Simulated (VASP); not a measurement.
Write the native input for VASP 6.6.1 that does the following.

* Task: single point
* Functional: PBEsol
* Potentials or basis: VASP PAW PBE potentials, release 64 (Al, Ru_pv)
* Cutoff: 520 eV
* k mesh: 20 × 20 × 20
* Occupations: gaussian, width 0.15 eV
* Spin: no spin polarisation
* Dipole correction: no
* Further INCAR settings: ALGO = Fast; EDIFF = 1e-06; NBANDS = 17

The structure of Al2Ru lies in POSCAR:

```
Al2Ru
1.0
   -1.4927059525      1.4927059525      4.0277428240
    1.4927059525     -1.4927059525      4.0277428240
    1.4927059525      1.4927059525     -4.0277428240
Al Ru
2 1
Direct
    0.6590805104      0.6590805104      0.0000000000
    0.3409194896      0.3409194896      0.0000000000
    0.0000000000      0.0000000000      0.0000000000
```

One way to write it, as run:

INCAR

```
PREC = Accurate ; ENCUT = 520
EDIFF = 1E-6 ; ISMEAR = 0
SIGMA = 0.15 ; LREAL = F
LASPH = T ; NELM = 100
ALGO = Fast ; ISIF = 2
LWAVE = F ; LCHARG = F
GGA = PS ; NBANDS = 17
```

KPOINTS

```
regular mesh
0
Gamma
  20 20 20
```

Potentials or basis: VASP PAW PBE potentials, release 64 (Al, Ru_pv).

Run with:

```console
$ cat potpaw_PBE.64/Al/POTCAR potpaw_PBE.64/Ru_pv/POTCAR > POTCAR
$ mpirun -np 1 vasp_std > vasp.out
```

It gave:

```yaml
Pressure: 32.8 GPa
Largest_force: 0.536 eV/Å
Band_gap_on_the_k_mesh: zero (bands 10 and 11 overlap by 0.20 eV)
```

Caveat: the cell stands under pressure; the PAW data sets were made with another functional, which shifts forces and pressure a little.

It took 15 min on 1 thread of Intel Xeon 8259CL (shared host), peak memory 0.52 GiB.
